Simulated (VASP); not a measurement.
# BN (P6_3/mmc) in VASP: relaxation of cell and atoms with PBE

Aim: the relaxation of cell and atoms of BN with PBE.

Program: VASP 6.6.1. These are calculated values, not measurements. Logs are shortened: lines on timing, memory, paths and dates and some standing lists are left out, and cuts for length are marked.

**1. The cell of the first run**

The structure is hexagonal, space group P6_3/mmc (No. 194). Conventional cell: a = 2.504 Å, b = 2.504 Å, c = 6.661 Å, α = 90.00°, β = 90.00°, γ = 120.00°. Within 1.9 Å of B (site symmetry -6m2) lie 3 N at 1.45 Å. N (site symmetry -6m2) has 3 B at 1.45 Å within 1.9 Å.

**2. Relaxation of cell and atoms, PBE**

INCAR

```
PREC     = Accurate       # precision mode
ENCUT    = 1330           # plane-wave cutoff, eV
EDIFF    = 1E-7           # SCF threshold, eV
ISMEAR   = 0              # smearing method
SIGMA    = 0.01           # smearing width, eV
LREAL    = False          # projectors in reciprocal space
LASPH    = True           # aspherical terms in the spheres
NELM     = 120            # most SCF steps
ALGO     = Normal         # electronic algorithm
ISIF     = 3              # what is computed and relaxed
LWAVE    = False          # write WAVECAR
LCHARG   = False          # write CHGCAR
GGA      = PE             # functional
IBRION   = 2              # ionic algorithm
NSW      = 80             # ionic steps
EDIFFG   = -0.002         # ionic threshold
GGA_COMPAT= False        
NELMIN   = 4
```

KPOINTS

```
regular mesh
0
Gamma
  12 12 4
```

POSCAR

```
BN
1.0
    2.5040000000      0.0000000000      0.0000000000
   -1.2520000000      2.1685276111      0.0000000000
    0.0000000000      0.0000000000      6.6610000000
B N
2 2
Direct
    0.3333333333      0.6666666667      0.2500000000
    0.6666666667      0.3333333333      0.7500000000
    0.6666666667      0.3333333333      0.2500000000
    0.3333333333      0.6666666667      0.7500000000
```

Potentials or basis: VASP PAW PBE potentials, release 64 (B_h, N_h).

On the command line:

```sh
cat potpaw_PBE.64/B_h/POTCAR potpaw_PBE.64/N_h/POTCAR > POTCAR
mpirun -np 1 vasp_std > vasp.out
```

OUTCAR:

```text
PREC = Accurate
   ENCUT = 1330
   EDIFF = 1E-7
   ISMEAR = 0
   LREAL = False
   LASPH = True
   NELM = 120
   ISIF = 3
   GGA = PE
   IBRION = 2
   NSW = 80
   EDIFFG = -0.002
   NELMIN = 4

 ion  position               nearest neighbor table
   1  0.333  0.667  0.250-   3 1.45   3 1.45   3 1.45
   2  0.667  0.333  0.750-   4 1.45   4 1.45   4 1.45
   3  0.667  0.333  0.250-   1 1.45   1 1.45   1 1.45
   4  0.333  0.667  0.750-   2 1.45   2 1.45   2 1.45

  LATTYP: Found a hexagonal cell.
 ALAT       =     2.5040000000
 C/A-ratio  =     2.6601437700

  Lattice vectors:

 A1 = (   2.5040000000,   0.0000000000,   0.0000000000)
 A2 = (  -1.2520000000,   2.1685276111,   0.0000000000)
 A3 = (   0.0000000000,   0.0000000000,   6.6610000000)

Analysis of symmetry for initial positions (statically):
=====================================================================
 Subroutine PRICEL returns:
 Original cell was already a primitive cell.

 Routine SETGRP: Setting up the symmetry group for a
 hexagonal supercell.

 Subroutine GETGRP returns: Found 24 space group operations
 (whereof 12 operations were pure point group operations)
 out of a pool of 24 trial point group operations.

The static configuration has the point symmetry D_3d.
 The point group associated with its full space group is D_6h.

Analysis of symmetry for dynamics (positions and initial velocities):
=====================================================================
 Subroutine PRICEL returns:
 Original cell was already a primitive cell.

 Routine SETGRP: Setting up the symmetry group for a
 hexagonal supercell.

 Subroutine GETGRP returns: Found 24 space group operations
 (whereof 12 operations were pure point group operations)
 out of a pool of 24 trial point group operations.

The dynamic configuration has the point symmetry D_3d.
 The point group associated with its full space group is D_6h.

 Subroutine INISYM returns: Found 24 space group operations
 (whereof 12 operations are pure point group operations),
 and found     1 'primitive' translations

----------------------------------------------------------------------------------------

                                     Primitive cell

  volume of cell :      36.1692

  direct lattice vectors                    reciprocal lattice vectors
     2.504000000  0.000000000  0.000000000     0.399361022  0.230571194  0.000000000
    -1.252000000  2.168527611  0.000000000     0.000000000  0.461142388  0.000000000
     0.000000000  0.000000000  6.661000000     0.000000000  0.000000000  0.150127608

  length of vectors
     2.504000000  2.504000000  6.661000000     0.461142388  0.461142388  0.150127608

  position of ions in fractional coordinates (direct lattice)
     0.333333333  0.666666667  0.250000000
     0.666666667  0.333333333  0.750000000
     0.666666667  0.333333333  0.250000000
     0.333333333  0.666666667  0.750000000

  ion indices of the primitive-cell ions
   primitive index   ion index
                 1           1
                 2           2
                 3           3
                 4           4

----------------------------------------------------------------------------------------

 KPOINTS: regular mesh

Automatic generation of k-mesh.
 Grid dimensions read from file:
 generate k-points for:   12   12    4

 Generating k-lattice:

  Cartesian coordinates                     Fractional coordinates (reciprocal lattice)
     0.033280085  0.019214266  0.000000000     0.083333333  0.000000000  0.000000000
     0.000000000  0.038428532  0.000000000     0.000000000  0.083333333  0.000000000
     0.000000000  0.000000000  0.037531902     0.000000000  0.000000000  0.250000000

  Length of vectors
     0.038428532  0.038428532  0.037531902

  Shift w.r.t. Gamma in fractional coordinates (k-lattice)
     0.000000000  0.000000000  0.000000000

 Subroutine IBZKPT returns following result:
 ===========================================

 Found     57 irreducible k-points:

 Following reciprocal coordinates:
            Coordinates               Weight
  0.000000  0.000000  0.000000      1.000000
  0.083333  0.000000  0.000000      6.000000
  0.166667 -0.000000  0.000000      6.000000
  0.250000  0.000000  0.000000      6.000000
  0.333333  0.000000  0.000000      6.000000
  0.416667  0.000000  0.000000      6.000000
[... 16 lines left out ...]
  0.250000  0.000000  0.250000     12.000000
  0.333333  0.000000  0.250000     12.000000
 [... further k-points ...]
   k-points           NKPTS =     57   k-points in BZ     NKDIM =     57   number of bands    NBANDS=     12
   number of dos      NEDOS =    301   number of ions     NIONS =      4
   total plane-waves  NPLWV =  72000
   dimension x,y,z NGX =    30 NGY =   30 NGZ =   80
   dimension x,y,z NGXF=    60 NGYF=   60 NGZF=  160
   ions per type =               2   2
   NGX,Y,Z   is equivalent  to a cutoff of  19.92, 19.92, 19.97 a.u.
   NGXF,Y,Z  is equivalent  to a cutoff of  39.84, 39.84, 39.93 a.u.
 SYSTEM =  unknown system
   PREC   = accura    normal or accurate (medium, high low for compatibility)
   ISTART =      0    job   : 0-new  1-cont  2-samecut
   ICHARG =      2    charge: 1-file 2-atom 10-const
   ISPIN  =      1    spin polarized calculation?
   LNONCOLLINEAR =      F non collinear calculations
   LSORBIT =      F    spin-orbit coupling
   LASPH  =      T    aspherical Exc in radial PAW
   ENCUT  = 1330.0 eV  97.75 Ry    9.89 a.u.   7.45  7.45 19.81*2*pi/ulx,y,z
   NELM   =    120;   NELMIN=  4; NELMDL= -5     # of ELM steps
   EDIFF  = 0.1E-06   stopping-criterion for ELM
   LREAL  =      F    real-space projection
   EDIFFG = -.2E-02   stopping-criterion for IOM
   NSW    =     80    number of steps for IOM
   IBRION =      2    ionic relax: 0-MD 1-quasi-New 2-CG
   NFREE  =      1    steps in history (QN), initial steepest desc. (CG)
   ISIF   =      3    stress and relaxation
   ISYM   =      2    0-nonsym 1-usesym 2-fastsym
   POTIM  = 0.5000    time-step for ionic-motion
   TEBEG  =    0.0;   TEEND  =   0.0 temperature during run
   PSTRESS=    0.0 pullay stress
   NELECT =      16.0000    total number of electrons
   NUPDOWN=      -1.0000    fix difference up-down
   EMIN   =  10.00;   EMAX   =-10.00  energy-range for DOS
   EFERMI =   0.00;   METHOD = LEGACY
   ISMEAR =     0;   SIGMA  =   0.01  broadening in eV -4-tet -1-fermi 0-gaus
   EFERMI_NEDOS =   21; number of points for ismear=-14 and -15
   IALGO  =     38    algorithm
   IMIX   =      4    mixing-type and parameters
     AMIX     =   0.40;   BMIX     =  1.00
     AMIX_MAG =   1.60;   BMIX_MAG =  1.00
  volume/ion in A,a.u.               =       9.04        61.02
  Fermi-wavevector in a.u.,A,eV,Ry     =   1.247389  2.357223 21.170385  1.555979
  Thomas-Fermi vector in A             =   2.381523
   LORBIT       =      0    0 simple, 1 ext, 2 COOP (PROOUT), +10 PAW based schemes
   GGA     = PE    functional components
   LHFCALC =     F    Hartree Fock is set to
   AEXX    =    0.0000 exact exchange contribution
   IVDW    =     0    specifies the selected vdW correction
   LEPSILON=     F    determine dielectric tensor
   LRPA    =     F    only Hartree local field effects (RPA)
 conjugate gradient relaxation of ions
 non-spin polarized calculation
 Gauss-broadening in eV      SIGMA  =   0.01
  energy-cutoff  :     1330.00
  volume of cell :       36.17
 maximum number of plane-waves:      4036
 NGX is ok and might be reduce to    30
   NGX = 15   NGY = 15   NGZ = 39

--------------------------------------- Ionic step        1  -------------------------------------------

 number of electron      16.0000000 magnetization

 Free energy of the ion-electron system (eV)
  ---------------------------------------------------
  ext. energy  EPLUGINS =         0.00000000
  ---------------------------------------------------
  free energy    TOTEN  =       -35.20319841 eV

  energy without entropy =      -35.20319841  energy(sigma->0) =      -35.20319841

------------------------ aborting loop because EDIFF is reached ----------------------------------------

  FORCE on cell =-STRESS in cart. coord.  units (eV):
  Direction    XX          YY          ZZ          XY          YZ          ZX
  --------------------------------------------------------------------------------------
  -------------------------------------------------------------------------------------
  Total        0.7371546      0.7371546      0.5992194      0.0000000      0.0000000      0.0000000
  in kB       32.6535542     32.6535542     26.5434714      0.0000000      0.0000000      0.0000000
  external PRESSURE =      30.6168599 kB  Pullay stress =       0.0000000 kB
[... 822 lines left out ...]
 k-point    24 :       0.3333    0.0000    0.2500
  band No.  band energies     occupation
      1     -13.1167      2.00000
      2     -13.0428      2.00000
      3      -4.2612      2.00000
      4      -4.2371      2.00000
      5      -0.9749      2.00000
      6      -0.9559      2.00000
      7      -0.3506      2.00000
      8       0.4246      2.00000
      9       9.4792      0.00000
     10       9.8013      0.00000
     11      11.1727      0.00000
     12      12.6863      0.00000

 [... further k-points ...]

[... ionic steps 4 to 24 ...]

--------------------------------------- Ionic step       25  -------------------------------------------

 number of electron      16.0000000 magnetization

------------------------ aborting loop because EDIFF is reached ----------------------------------------

  FORCE on cell =-STRESS in cart. coord.  units (eV):
  Direction    XX          YY          ZZ          XY          YZ          ZX
  --------------------------------------------------------------------------------------
  -------------------------------------------------------------------------------------
  Total       -0.0352173     -0.0352173      0.0053496      0.0000000      0.0000000     -0.0000000
  in kB       -1.2785046     -1.2785046      0.1942089      0.0000000      0.0000000     -0.0000000
  external PRESSURE =      -0.7876001 kB  Pullay stress =       0.0000000 kB
[... 61 lines left out ...]
  energy  without entropy=      -35.2470550856  energy(sigma->0) =      -35.24705509

--------------------------------------- Ionic step       27  -------------------------------------------

 number of electron      16.0000000 magnetization

 Free energy of the ion-electron system (eV)
  ---------------------------------------------------
  ext. energy  EPLUGINS =         0.00000000
  ---------------------------------------------------
  free energy    TOTEN  =       -35.24706286 eV

  energy without entropy =      -35.24706286  energy(sigma->0) =      -35.24706286

 E-fermi :   1.8214     XC(G=0):  -8.8317

 val. band max:        1.7130115567   @ k =   0.3333   0.3333   0.5000
 cond. band min:       6.1828607773   @ k =   0.0000   0.0000   0.0000
 fundamental gap:      4.4698492206
 Fermi energy:         1.8213837385

 k-point     1 :       0.0000    0.0000    0.0000
  band No.  band energies     occupation
      1     -15.9284      2.00000
      2     -15.8736      2.00000
      3      -3.8388      2.00000
      4      -3.1096      2.00000
      5       0.3601      2.00000
      6       0.3601      2.00000
      7       0.3642      2.00000
      8       0.3642      2.00000
      9       6.1829      0.00000
     10       9.7850      0.00000
     11      12.1512      0.00000
     12      13.2361      0.00000
[... 376 lines left out ...]
  FREE ENERGIE OF THE ION-ELECTRON SYSTEM (eV)
  ---------------------------------------------------
  free  energy   TOTEN  =       -35.2470628612 eV

  energy  without entropy=      -35.2470628612  energy(sigma->0) =      -35.24706286

 reached required accuracy - stopping structural energy minimisation
```

It took 18 min on 1 thread of Intel Xeon Platinum 8259CL at 2.50GHz (Skylake/Cascade Lake), shared host; peak memory 0.32 GiB.

What came out:

```yaml
Free_energy: -35.2471 eV
Relaxed_volume: 11.05 Å³/atom
Relaxed_cell: a = 2.512 Å, b = 2.512 Å, c = 8.089 Å, α = 90.00°, β = 90.00°, γ = 120.00°
Space_group_after_relaxing_to_0.1_Å: P6_3/mmc (No. 194)
Energy_gained_by_relaxing: 11.0 meV/atom
Ionic_steps: 27
Pressure_after_relaxing: 0.0 GPa
Band_gap_on_the_k_mesh: 4.47 eV (least direct gap 4.66 eV)
```

The path:
```
step  energy change (eV)  largest force (eV/Å)  pressure (GPa)  volume (Å³)
   1              0.0000                0.0000            3.06        36.17
   2              0.0017                0.0000           -3.20        37.08
   3             -0.0039                0.0000            0.15        36.58
   4             -0.0085                0.0000            0.13        36.87
   5             -0.0195                0.0000            0.11        37.76
   6             -0.0333                0.0000            0.19        39.51
   7             -0.0431                0.0000            0.60        43.02
   8             -0.0435                0.0000            0.69        43.74
   9              0.0104                0.0000           -8.14        46.50
  10             -0.0438                0.0000           -0.04        43.94
  11             -0.0438                0.0000           -0.01        43.93
  12             -0.0438                0.0000            0.00        43.93
  13             -0.0438                0.0000            0.15        43.93
  14             -0.0438                0.0000            0.06        43.93
  15             -0.0438                0.0000            0.08        43.93
  16             -0.0438                0.0000            0.07        43.95
  17             -0.0438                0.0000            0.09        43.98
  18             -0.0438                0.0000            0.03        44.00
  19             -0.0438                0.0000           -0.03        44.02
  20             -0.0438                0.0000           -0.02        44.02
  21             -0.0438                0.0000           -0.03        44.03
  22             -0.0438                0.0000           -0.05        44.06
  23             -0.0438                0.0000           -0.09        44.12
  24             -0.0438                0.0000           -0.08        44.12
  25             -0.0439                0.0000           -0.08        44.13
  26             -0.0439                0.0000           -0.06        44.15
  27             -0.0439                0.0000           -0.01        44.19
```

Final structure:
```
B N
1.0
     2.51167    0.00000    0.00000
    -1.25584    2.17517    0.00000
     0.00000    0.00000    8.08890
B N
2 2
Cartesian
  0.0000 1.4501 2.0222
  1.2558 0.7251 6.0667
  1.2558 0.7251 2.0222
  0.0000 1.4501 6.0667
```

Levels at points of the mesh, in eV from the valence-band top:
```tsv
k point	band 6	band 7	band 8	band 9	band 10	band 11
(0.00, 0.00, 0.00)	-1.35	-1.35	-1.35	4.47	8.07	10.44
(0.50, 0.00, 0.00)	-4.12	-1.05	-0.75	4.55	5.06	9.43
(0.00, 0.00, 0.50)	-1.35	-1.35	-1.35	5.88	5.88	11.53
(0.50, 0.00, 0.50)	-4.12	-0.90	-0.90	4.77	4.77	9.72
```

Caveat: the volume moved by over 15 % at a fixed basis, so the end points are rough; this functional lacks dispersion, which binds layers or chains, so the pressure and a relaxed spacing across them are unreliable.
